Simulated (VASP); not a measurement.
Wanted: the native input for a VASP 6.6.1 run.

```yaml
Task: single point
Functional: PBE
Potentials_or_basis: VASP PAW PBE potentials, release 64 (Al)
Cutoff: 520 eV
k_mesh: 17 × 12 × 1
Occupations: gaussian, width 0.05 eV
Spin: no spin polarisation
Dipole_correction: yes
Further_INCAR_settings: ALGO = Normal; EDIFF = 1e-06; NBANDS = 30
```

The structure of Al lies in POSCAR:

```
Al
1.0
    2.8635066922      0.0000000000      0.0000000000
    0.0000000000      4.0496100000      0.0000000000
    0.0000000000      0.0000000000     30.7492868069
Al
12
Direct
    0.0000000000      0.0000000000      0.2439080961
    0.5000000000      0.5000000000      0.2904702604
    1.0000000000      0.0000000000      0.3370324248
    0.5000000000      0.5000000000      0.3835945891
    1.0000000000      0.0000000000      0.4301567535
    0.5000000000      0.5000000000      0.4767189178
    1.0000000000      0.0000000000      0.5232810822
    0.5000000000      0.5000000000      0.5698432465
    1.0000000000      0.0000000000      0.6164054109
    0.5000000000      0.5000000000      0.6629675752
    1.0000000000      0.0000000000      0.7095297396
    0.5000000000      0.5000000000      0.7560919039
```

The input as run:

INCAR

```
SYSTEM = Al
  ALGO = Normal
  DIPOL = 0.5 0.5 0.500
  EDIFF = 1E-6
  ENCUT = 520
  GGA = PE
  IDIPOL = 3
  ISIF = 2
  ISMEAR = 0
  LASPH = .True.
  LCHARG = .False.
  LDIPOL = .True.
  LREAL = .False.
  LWAVE = .False.
  NBANDS = 30
  NELM = 60
  PREC = Accurate
  SIGMA = 0.05
```

KPOINTS

```
k-points
0
Gamma
  17 12 1
  0 0 0
```

Potentials or basis: VASP PAW PBE potentials, release 64 (Al).

Run with:

```sh
$ cat potpaw_PBE.64/Al/POTCAR > POTCAR
$ mpirun -np 1 vasp_std > vasp.out
```

Results of the run:

- Largest force: 0.250 eV/Å
- Band gap on the k mesh: zero (bands 18 and 19 overlap by 2.64 eV)

It took 9.5 min on 1 thread of Intel(R) Xeon(R) 6975P-C (Granite Rapids), with other jobs on the host, peak memory 0.7 GiB.
